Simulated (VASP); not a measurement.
Mo: single point with PBEsol

Mo:

```
Mo
1.0
    -1.56464    1.56464    1.56464
     1.56464   -1.56464    1.56464
     1.56464    1.56464   -1.56464
Mo
1
Direct
  0.00000 0.00000 0.00000
```

* Program: VASP 6.6.1
* Task: single point
* Functional: PBEsol
* Potentials or basis: VASP PAW PBE potentials, release 64 (Mo_sv)
* Cutoff: 520 eV
* k mesh: 18 × 18 × 18
* Occupations: gaussian, width 0.1 eV
* Spin: no spin polarisation
* Dipole correction: no
* Further INCAR settings: ALGO = Fast; EDIFF = 1e-06; NBANDS = 13

The pressure is 0.6 GPa. The band gap on the k mesh is zero (band 7 reaches 16.92 eV, above the bottom of band 8 at 11.38 eV).

Levels at points of the mesh, in eV from the Fermi level:
```
           k point  band 3  band 4  band 5  band 6  band 7  band 8  band 9  band 10  band 11  band 12
(0.00, 0.00, 0.00)  -34.46  -34.46   -7.37   -1.43   -1.43   -1.43    1.66     1.66    14.82    14.82
(0.50, 0.00, 0.00)  -34.93  -34.47   -5.49   -3.53    1.66    1.71    2.36     4.90    11.93    11.95
(0.50, 0.50, 0.50)  -35.49  -35.49   -5.64   -5.64    4.11    4.11    4.11     9.16     9.16     9.16
```

Run time: 46 s on 1 thread of Intel Xeon 8259CL (shared host), peak memory 0.15 GiB.

Caveat: the PAW data sets were made with another functional, which shifts forces and pressure a little.
